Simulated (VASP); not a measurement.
A run of VASP 6.6.1 is set up as follows.

The input INCAR:

```
SYSTEM = GaP
PREC     = Accurate       ! precision mode
ENCUT    = 520            ! plane-wave cutoff, eV
EDIFF    = 1E-7           ! SCF threshold, eV
ISMEAR   = -1             ! smearing method
SIGMA    = 0.05           ! smearing width, eV
LREAL    = .False.        ! projectors in reciprocal space
LASPH    = .True.         ! aspherical terms in the spheres
NELM     = 80             ! most SCF steps
ALGO     = Normal         ! electronic algorithm
ISIF     = 2              ! what is computed and relaxed
LWAVE    = .False.        ! write WAVECAR
LCHARG   = .False.        ! write CHGCAR
GGA      = PE             ! functional
NBANDS   = 16             ! bands
```

Contents of KPOINTS:

```
regular mesh
0
Gamma
  8 8 8
  0 0 0
```

File POSCAR:

```
GaP
1.0
    0.0000000000      2.6884177822      2.6884177822
    2.6884177822      0.0000000000      2.6884177822
    2.6884177822      2.6884177822      0.0000000000
Ga P
1 1
Direct
    0.0000000000      0.0000000000      0.0000000000
    0.7500000000      0.7500000000      0.7500000000
```

Potentials or basis: VASP PAW PBE potentials, release 64 (Ga_d, P).

Command:

```bash
$ cat potpaw_PBE.64/Ga_d/POTCAR potpaw_PBE.64/P/POTCAR > POTCAR
$ mpirun -np 1 vasp_std > vasp.out
```

**Question.** Predict the band gap on the k mesh.

**Answer.** 1.57 eV (least direct gap 2.17 eV).

**Question.** What does it give for the pressure?

**Answer.** 6.4 GPa.

Caveat: the cell stands under pressure. A k mesh can miss the band edges.
